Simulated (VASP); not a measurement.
# C in VASP: notebook

Runs on C. Level: PBE+D3(BJ). Tasks: single point, relaxation of cell and atoms.

Program: VASP 6.6.1. These are calculated values, not measurements. Logs are shortened: lines on timing, memory, paths and dates and some standing lists are left out, and cuts for length are marked.

**1. The cell of the first run**

The cell holds a slab with vacuum, 4 atoms: a = 2.465 Å, b = 2.465 Å, c = 24.136 Å, α = 90.00°, β = 90.00°, γ = 120.00°.

**2. Single point, PBE+D3(BJ)**

INCAR reads:

```
PREC = Accurate ; ENCUT = 520
EDIFF = 1E-6 ; ISMEAR = 0
SIGMA = 0.1 ; LREAL = False
LASPH = True ; NELM = 60
ALGO = Normal ; ISIF = 2
LWAVE = False ; LCHARG = True
GGA = PE ; IVDW = 12
LELF = True ; LVHAR = True
NBANDS = 16
```

KPOINTS reads:

```
Automatic mesh
0
Gamma
  18 18 2
```

POSCAR reads:

```
C
1.0
    2.4653549163      0.0000000000      0.0000000000
   -1.2326774582      2.1350599869      0.0000000000
    0.0000000000      0.0000000000     24.1359442455
C
4
Direct
    0.0000000000      0.0000000000      0.5709990482
    0.0000000000      0.0000000000      0.4290009518
    0.3333333333      0.6666666667      0.4289822891
    0.6666666667      0.3333333333      0.5710177109
```

Potentials or basis: VASP PAW PBE potentials, release 64 (C).

Run with:

```
cat potpaw_PBE.64/C/POTCAR > POTCAR
mpirun -np 1 vasp_std > vasp.out
```

OUTCAR:

```text
PREC = Accurate
   ENCUT = 520
   EDIFF = 1E-6
   ISMEAR = 0
   LREAL = False
   LASPH = True
   NELM = 60
   ISIF = 2
   GGA = PE
   IVDW = 12
 IVDW          = 12

 ion  position               nearest neighbor table
   1  0.000  0.000  0.571-   4 1.42   4 1.42   4 1.42
   2  0.000  0.000  0.429-   3 1.42   3 1.42   3 1.42
   3  0.333  0.667  0.429-   2 1.42   2 1.42   2 1.42
   4  0.667  0.333  0.571-   1 1.42   1 1.42   1 1.42

  LATTYP: Found a hexagonal cell.
 ALAT       =     2.4653549163
 C/A-ratio  =     9.7900485183

  Lattice vectors:

 A1 = (   2.4653549163,   0.0000000000,   0.0000000000)
 A2 = (  -1.2326774582,   2.1350599869,   0.0000000000)
 A3 = (   0.0000000000,   0.0000000000,  24.1359442455)

Analysis of symmetry for initial positions (statically):
=====================================================================
 Subroutine PRICEL returns:
 Original cell was already a primitive cell.

 Routine SETGRP: Setting up the symmetry group for a
 hexagonal supercell.

 Subroutine GETGRP returns: Found 12 space group operations
 (whereof 12 operations were pure point group operations)
 out of a pool of 24 trial point group operations.

The static configuration has the point symmetry D_3d.

Analysis of symmetry for dynamics (positions and initial velocities):
=====================================================================
 Subroutine PRICEL returns:
 Original cell was already a primitive cell.

 Routine SETGRP: Setting up the symmetry group for a
 hexagonal supercell.

 Subroutine GETGRP returns: Found 12 space group operations
 (whereof 12 operations were pure point group operations)
 out of a pool of 24 trial point group operations.

The dynamic configuration has the point symmetry D_3d.

 Subroutine INISYM returns: Found 12 space group operations
 (whereof 12 operations are pure point group operations),
 and found     1 'primitive' translations

----------------------------------------------------------------------------------------

                                     Primitive cell

  volume of cell :     127.0439

  direct lattice vectors                    reciprocal lattice vectors
     2.465354916  0.000000000  0.000000000     0.405621111  0.234185458  0.000000000
    -1.232677458  2.135059987  0.000000000     0.000000000  0.468370915  0.000000000
     0.000000000  0.000000000 24.135944245     0.000000000  0.000000000  0.041431982

  length of vectors
     2.465354916  2.465354916 24.135944245     0.468370915  0.468370915  0.041431982

  position of ions in fractional coordinates (direct lattice)
     0.000000000  0.000000000  0.570999048
     0.000000000  0.000000000  0.429000952
     0.333333333  0.666666667  0.428982289
     0.666666667  0.333333333  0.571017711

  ion indices of the primitive-cell ions
   primitive index   ion index
                 1           1
                 2           2
                 3           3
                 4           4

----------------------------------------------------------------------------------------

 KPOINTS: Automatic mesh

Automatic generation of k-mesh.
 Grid dimensions read from file:
 generate k-points for:   18   18    2

 Generating k-lattice:

  Cartesian coordinates                     Fractional coordinates (reciprocal lattice)
     0.022534506  0.013010303  0.000000000     0.055555556 -0.000000000  0.000000000
     0.000000000  0.026020606  0.000000000     0.000000000  0.055555556  0.000000000
     0.000000000  0.000000000  0.020715991     0.000000000  0.000000000  0.500000000

  Length of vectors
     0.026020606  0.026020606  0.020715991

  Shift w.r.t. Gamma in fractional coordinates (k-lattice)
     0.000000000  0.000000000  0.000000000

 Subroutine IBZKPT returns following result:
 ===========================================

 Found     74 irreducible k-points:

 Following reciprocal coordinates:
            Coordinates               Weight
  0.000000  0.000000  0.000000      1.000000
  0.055556  0.000000  0.000000      6.000000
  0.111111  0.000000  0.000000      6.000000
  0.166667  0.000000  0.000000      6.000000
  0.222222  0.000000  0.000000      6.000000
  0.277778 -0.000000  0.000000      6.000000
[... 16 lines left out ...]
  0.333333  0.111111  0.000000     12.000000
  0.388889  0.111111  0.000000     12.000000
 [... further k-points ...]
   k-points           NKPTS =     74   k-points in BZ     NKDIM =     74   number of bands    NBANDS=     16
   number of dos      NEDOS =    301   number of ions     NIONS =      4
   total plane-waves  NPLWV =  58320
   dimension x,y,z NGX =    18 NGY =   18 NGZ =  180
   dimension x,y,z NGXF=    36 NGYF=   36 NGZF=  360
   ions per type =               4
   NGX,Y,Z   is equivalent  to a cutoff of  12.14, 12.14, 12.40 a.u.
   NGXF,Y,Z  is equivalent  to a cutoff of  24.28, 24.28, 24.80 a.u.
 SYSTEM =  unknown system
   PREC   = accura    normal or accurate (medium, high low for compatibility)
   ISTART =      0    job   : 0-new  1-cont  2-samecut
   ICHARG =      2    charge: 1-file 2-atom 10-const
   ISPIN  =      1    spin polarized calculation?
   LNONCOLLINEAR =      F non collinear calculations
   LSORBIT =      F    spin-orbit coupling
   LASPH  =      T    aspherical Exc in radial PAW
   ENCUT  =  520.0 eV  38.22 Ry    6.18 a.u.   4.58  4.58 44.88*2*pi/ulx,y,z
   NELM   =     60;   NELMIN=  2; NELMDL= -5     # of ELM steps
   EDIFF  = 0.1E-05   stopping-criterion for ELM
   LREAL  =      F    real-space projection
   EDIFFG = 0.1E-04   stopping-criterion for IOM
   NSW    =      0    number of steps for IOM
   IBRION =     -1    ionic relax: 0-MD 1-quasi-New 2-CG
   NFREE  =      0    steps in history (QN), initial steepest desc. (CG)
   ISIF   =      2    stress and relaxation
   ISYM   =      2    0-nonsym 1-usesym 2-fastsym
   POTIM  = 0.5000    time-step for ionic-motion
   TEBEG  =    0.0;   TEEND  =   0.0 temperature during run
   PSTRESS=    0.0 pullay stress
   NELECT =      16.0000    total number of electrons
   NUPDOWN=      -1.0000    fix difference up-down
   EMIN   =  10.00;   EMAX   =-10.00  energy-range for DOS
   EFERMI =   0.00;   METHOD = LEGACY
   ISMEAR =     0;   SIGMA  =   0.10  broadening in eV -4-tet -1-fermi 0-gaus
   EFERMI_NEDOS =   21; number of points for ismear=-14 and -15
   IALGO  =     38    algorithm
   IMIX   =      4    mixing-type and parameters
     AMIX     =   0.40;   BMIX     =  1.00
     AMIX_MAG =   1.60;   BMIX_MAG =  1.00
  volume/ion in A,a.u.               =      31.76       214.33
  Fermi-wavevector in a.u.,A,eV,Ry     =   0.820598  1.550705  9.161896  0.673380
  Thomas-Fermi vector in A             =   1.931608
   LORBIT       =      0    0 simple, 1 ext, 2 COOP (PROOUT), +10 PAW based schemes
   GGA     = PE    functional components
   LHFCALC =     F    Hartree Fock is set to
   AEXX    =    0.0000 exact exchange contribution
   IVDW    =    12    specifies the selected vdW correction
   LEPSILON=     F    determine dielectric tensor
   LRPA    =     F    only Hartree local field effects (RPA)
 non-spin polarized calculation
 Gauss-broadening in eV      SIGMA  =   0.10
  energy-cutoff  :      520.00
  volume of cell :      127.04
 maximum number of plane-waves:      3474
   NGX =  9   NGY =  9   NGZ = 89

 number of electron      15.9999997 magnetization

 Free energy of the ion-electron system (eV)
  ---------------------------------------------------
  ext. energy  EPLUGINS =         0.00000000
  ---------------------------------------------------
  free energy    TOTEN  =       -36.88161811 eV

  energy without entropy =      -36.88092147  energy(sigma->0) =      -36.88126979

 E-fermi :  -1.7796     XC(G=0):  -3.2569

 val. band max:       -1.7795909979   @ k =   0.3333   0.3333   0.0000
 cond. band min:      -1.7795874475   @ k =   0.3333   0.3333   0.5000
 fundamental gap:      0.0000035505
 Fermi energy:        -1.7795880564

 k-point     1 :       0.0000    0.0000    0.0000
  band No.  band energies     occupation
      1     -21.3585      2.00000
      2     -21.2313      2.00000
      3      -9.8185      2.00000
      4      -8.9451      2.00000
      5      -4.8121      2.00000
      6      -4.8121      2.00000
[... 8 lines left out ...]
     15       5.1103      0.00000
     16       6.5361      0.00000

 k-point     2 :       0.0556    0.0000    0.0000
  band No.  band energies     occupation
      1     -21.2852      2.00000
      2     -21.1586      2.00000
      3      -9.7302      2.00000
      4      -8.8594      2.00000
      5      -5.1115      2.00000
      6      -5.1010      2.00000
[... 8 lines left out ...]
     15       5.2094      0.00000
     16       6.5711      0.00000

 k-point     3 :       0.1111    0.0000    0.0000
  band No.  band energies     occupation
      1     -21.0657      2.00000
      2     -20.9408      2.00000
      3      -9.4662      2.00000
      4      -8.6032      2.00000
      5      -5.9329      2.00000
      6      -5.9155      2.00000
[... 8 lines left out ...]
     15       5.5064      0.00000
     16       6.6057      0.00000

 k-point     4 :       0.1667    0.0000    0.0000
  band No.  band energies     occupation
      1     -20.7010      2.00000
      2     -20.5790      2.00000
      3      -9.0293      2.00000
      4      -8.1801      2.00000
      5      -7.1119      2.00000
      6      -7.0855      2.00000
[... 8 lines left out ...]
     15       5.9951      0.00000
     16       6.5319      0.00000
[... 324 lines left out ...]
 k-point    22 :       0.2778    0.1111    0.0000
  band No.  band energies     occupation
      1     -18.5514      2.00000
      2     -18.4463      2.00000
      3     -11.3403      2.00000
      4     -11.2887      2.00000
      5      -8.4304      2.00000
      6      -8.4021      2.00000
[... 8 lines left out ...]
     15       7.1832      0.00000
     16       7.2510      0.00000

 k-point    23 :       0.3333    0.1111    0.0000
  band No.  band energies     occupation
      1     -17.6481      2.00000
      2     -17.5504      2.00000
      3     -12.7190      2.00000
      4     -12.6574      2.00000
      5      -8.8011      2.00000
      6      -8.7707      2.00000
[... 8 lines left out ...]
     15       7.8272      0.00000
     16       8.5213      0.00000

 k-point    24 :       0.3889    0.1111    0.0000
  band No.  band energies     occupation
      1     -16.6514      2.00000
      2     -16.5644      2.00000
      3     -14.0117      2.00000
      4     -13.9444      2.00000
      5      -9.0258      2.00000
      6      -8.9943      2.00000
[... 8 lines left out ...]
     15       9.3344      0.00000
     16       9.9514      0.00000

 [... further k-points ...]

------------------------ aborting loop because EDIFF is reached ----------------------------------------

 Edisp (eV)   -0.47192

 E8    (eV) :    -0.1410

  FORCE on cell =-STRESS in cart. coord.  units (eV):
  Direction    XX          YY          ZZ          XY          YZ          ZX
  --------------------------------------------------------------------------------------
  -------------------------------------------------------------------------------------
  Total       0.15497     0.15497    -0.04738    -0.00000    -0.00000     0.00000
  in kB       1.95439     1.95439    -0.59754    -0.00000    -0.00000     0.00000
  external pressure =        1.10 kB  Pullay stress =        0.00 kB

 VOLUME and BASIS-vectors are now :
 -----------------------------------------------------------------------------
  energy-cutoff  :      520.00
  volume of cell :      127.04
      direct lattice vectors                 reciprocal lattice vectors
     2.465354916  0.000000000  0.000000000     0.405621111  0.234185458  0.000000000
    -1.232677458  2.135059987  0.000000000     0.000000000  0.468370915  0.000000000
     0.000000000  0.000000000 24.135944245     0.000000000  0.000000000  0.041431982

 POSITION                                       TOTAL-FORCE (eV/Angst)
 -----------------------------------------------------------------------------------
      0.00000      0.00000     13.78160         0.000000     -0.000000     -0.003594
      0.00000      0.00000     10.35434         0.000000      0.000000      0.003594
     -0.00000      1.42337     10.35389        -0.000000      0.000000      0.003905
      1.23268      0.71169     13.78205        -0.000000     -0.000000     -0.003905
 -----------------------------------------------------------------------------------
    total drift:                               -0.000000      0.000000      0.000000

  FREE ENERGIE OF THE ION-ELECTRON SYSTEM (eV)
  ---------------------------------------------------
  free  energy   TOTEN  =       -37.3535344084 eV

  energy  without entropy=      -37.3528377657  energy(sigma->0) =      -37.35318609
```

It took 1.8 min on 1 thread of Intel Xeon 6975P-C (Granite Rapids), shared host; peak memory 0.29 GiB.

Results:

```
Free energy                : -37.3535 eV
Largest force              : 0.004 eV/Å
Band gap on the k mesh     : zero (filled and empty bands touch)
Dispersion energy per atom : -0.118 eV
```

Forces on the atoms (eV/Å):
```
C    0.000  0.000 -0.004
C    0.000  0.000  0.004
C    0.000  0.000  0.004
C    0.000  0.000 -0.004
```

**3. Single point, PBE+D3(BJ)**

INCAR reads:

```
  PREC = Accurate
  ENCUT = 520
  EDIFF = 1E-6
  ISMEAR = -4
  SIGMA = 0.1
  LREAL = False
  LASPH = True
  NELM = 80
  ALGO = Normal
  ISIF = 2
  LWAVE = False
  LCHARG = False
  GGA = PE
  IVDW = 12
  NBANDS = 16
```

KPOINTS is that of step 2.

POSCAR is that of step 2.

Potentials or basis: VASP PAW PBE potentials, release 64 (C).

Run with:

```
cat potpaw_PBE.64/C/POTCAR > POTCAR
mpirun -np 1 vasp_std > vasp.out
```

It took 2 min on 1 thread of Intel Xeon 6975P-C (Granite Rapids), shared host; peak memory 0.29 GiB.

The run converged. Its results:

```yaml
Free_energy: -37.3528 eV
Largest_force: 0.004 eV/Å
Band_gap_on_the_k_mesh: zero (filled and empty bands touch)
Dispersion_energy_per_atom: -0.118 eV
```

Forces in eV/Å, atoms in the order of the input:
```
C    0.000  0.000 -0.004
C    0.000  0.000  0.004
C    0.000  0.000  0.004
C    0.000  0.000 -0.004
```

Levels at points of the mesh, in eV from the Fermi level:
```
           k point  band 6  band 7  band 8  band 9  band 10  band 11
(0.00, 0.00, 0.00)   -3.03   -3.03   -3.03    3.42     3.80     4.34
(0.50, 0.00, 0.00)   -6.40   -2.53   -2.21    1.55     1.87     7.30
(0.00, 0.00, 0.50)   -3.03   -3.03   -3.03    3.42     3.78     4.40
(0.50, 0.00, 0.50)   -6.40   -2.53   -2.21    1.55     1.87     7.30
```

**4. Relaxation of cell and atoms, PBE+D3(BJ)**

This run uses another cell than the first one, of 31.52 Å³/atom, 0.993 times its volume.

INCAR reads:

```
SYSTEM = C
PREC = Accurate
ENCUT = 600
EDIFF = 1E-6
ISMEAR = 0
SIGMA = 0.1
LREAL = .False.
LASPH = .True.
NELM = 80
ALGO = Normal
ISIF = 3
LWAVE = .False.
LCHARG = .False.
GGA = PE
IVDW = 12
IBRION = 2
NSW = 90
EDIFFG = -0.02
```

KPOINTS reads:

```
Automatic mesh
0
Gamma
  18 18 2
  0 0 0
```

POSCAR reads:

```
C
1.0
    2.4562275060      0.0000000000      0.0000000000
   -1.2281137530      2.1271554177      0.0000000000
    0.0000000000      0.0000000000     24.1339601687
C
4
Direct
    0.0000000000      0.0000000000      0.5704687700
    0.0000000000      0.0000000000      0.4295312300
    0.3333333300      0.6666666700      0.4295245600
    0.6666666700      0.3333333300      0.5704754400
```

Run with:

```
cat potpaw_PBE.64/C/POTCAR > POTCAR
mpirun -np 1 vasp_std > vasp.out
```

It took 3.7 min on 1 thread of Intel Xeon 6975P-C (Granite Rapids), shared host; peak memory 0.34 GiB.

The run converged. Its results:

* Free energy: -37.3622 eV
* Relaxed cell: a = 2.466 Å, b = 2.466 Å, c = 24.127 Å, α = 90.00°, β = 90.00°, γ = 120.00°
* Space group after relaxing (to 0.05 Å): P-3m1 (No. 164)
* Energy gained by relaxing: 1.1 meV/atom
* Ionic steps: 3
* Largest force after relaxing: 0.003 eV/Å
* Band gap on the k mesh: zero (filled and empty bands touch)
* Dispersion energy per atom: -0.119 eV

Forces in eV/Å, atoms in the order of the input:
```
C    0.000  0.000 -0.003
C    0.000  0.000  0.003
C    0.000  0.000 -0.003
C    0.000  0.000  0.003
```

The path:
| step | energy change (eV) | largest force (eV/Å) | pressure (GPa) | volume (Å³) |
| --- | --- | --- | --- | --- |
| 1 | 0.0000 | 0.0054 | 0.90 | 126.09 |
| 2 | 0.0205 | 0.0041 | -2.17 | 129.36 |
| 3 | -0.0043 | 0.0031 | -0.04 | 127.05 |

Final structure:
```
CELL_PARAMETERS angstrom
2.46581 0.00000 0.00000
-1.23290 2.13545 0.00000
0.00000 0.00000 24.12727
ATOMIC_POSITIONS crystal
C 0.00000 0.00000 0.57047
C 0.00000 0.00000 0.42953
C 0.33333 0.66667 0.42952
C 0.66667 0.33333 0.57048
```

Levels at points of the mesh, in eV from the Fermi level:
```tsv
k point	band 5	band 6	band 7	band 8	band 9	band 10	band 11	band 12
(0.00, 0.00, 0.00)	-3.03	-3.03	-3.02	-3.02	3.43	3.80	4.39	5.04
(0.50, 0.00, 0.00)	-6.42	-6.39	-2.54	-2.21	1.55	1.88	7.29	7.47
(0.00, 0.00, 0.50)	-3.03	-3.03	-3.02	-3.02	3.43	3.79	4.47	4.85
(0.50, 0.00, 0.50)	-6.42	-6.39	-2.54	-2.21	1.55	1.88	7.29	7.47
```

**5. Summary**

```csv
task,cell,cutoff (eV),smearing,gap on the mesh (eV)
single point,"a = 2.465, b = 2.465, c = 24.136 Å, angles 90.0, 90.0, 120.0°, 4 atoms",520,gaussian 0.1 eV,none
single point,"a = 2.465, b = 2.465, c = 24.136 Å, angles 90.0, 90.0, 120.0°, 4 atoms",520,tetrahedron,none
relaxation of cell and atoms,"relaxed from a = 2.456, b = 2.456, c = 24.134 Å, angles 90.0, 90.0, 120.0°, 4 atoms",600,gaussian 0.1 eV,none
```

Alike in all rows: level PBE+D3(BJ); potentials or basis VASP PAW PBE potentials, release 64 (C); no spin polarisation; k mesh 18 × 18 × 2.

Absolute energies hang on the potentials; compare differences alone.
